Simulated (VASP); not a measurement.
**AlBP2: single point with r2SCAN**

The system is AlBP2.

```
B P Al
1.0
     3.45683    0.00000    0.00000
     0.00000    3.45683    0.00000
     0.00000    0.00000    5.16091
B P Al
1 2 1
Direct
  0.00000 0.00000 0.00000
  0.00000 0.50000 0.20914
  0.50000 0.00000 0.79086
  0.50000 0.50000 0.50000
```

| Property | Result |
| --- | --- |
| Program | VASP 6.6.1 |
| Task | single point |
| Functional | r2SCAN |
| Potentials or basis | VASP PAW PBE potentials, release 64 (B, P, Al) |
| Cutoff | 520 eV |
| k mesh | 6 × 6 × 4 |
| Occupations | gaussian, width 0.01 eV |
| Spin | no spin polarisation |

```yaml
Pressure: 3.5 GPa
Largest_force: 0.056 eV/Å
Band_gap_on_the_k_mesh: 0.98 eV
```

Forces in eV/Å, atoms in the order of the input:
```
B    0.000  0.000  0.000
P    0.000  0.000 -0.056
P    0.000  0.000  0.056
Al   0.000  0.000  0.000
```

Stress tensor (GPa, compression positive):
```
3.30 0.00 0.00
0.00 3.30 0.00
0.00 0.00 3.75
```

Levels at points of the mesh, in eV from the valence-band top:
```
           k point  band 4  band 5  band 6  band 7  band 8  band 9  band 10  band 11  band 12  band 13
(0.00, 0.00, 0.00)   -3.99   -3.99   -0.57    0.00    0.00    0.98     1.26     3.69     3.74     3.74
(0.50, 0.00, 0.00)   -5.46   -5.14   -4.35   -2.88   -0.70    2.83     4.00     4.77     5.45     7.17
(0.50, 0.50, 0.00)   -6.52   -4.37   -3.97   -3.97   -3.18    1.14     1.14     1.28     1.89    10.34
(0.00, 0.00, 0.50)   -3.79   -3.71   -3.71   -1.05   -1.05    1.46     1.85     4.23     4.52     6.00
(0.50, 0.00, 0.50)   -7.66   -2.81   -2.01   -1.94   -0.60    1.65     3.48     3.62     4.37     4.76
(0.50, 0.50, 0.50)   -5.56   -5.13   -5.06   -4.75   -4.75    4.42     4.42     4.50     5.77     6.08
```

Run time: 3 min on 1 thread of AMD EPYC 7R13 (shared host), peak memory 0.16 GiB.

Caveat: the cell stands under pressure; the PAW data sets were made with another functional, which shifts forces and pressure a little. A k mesh can miss the band edges.
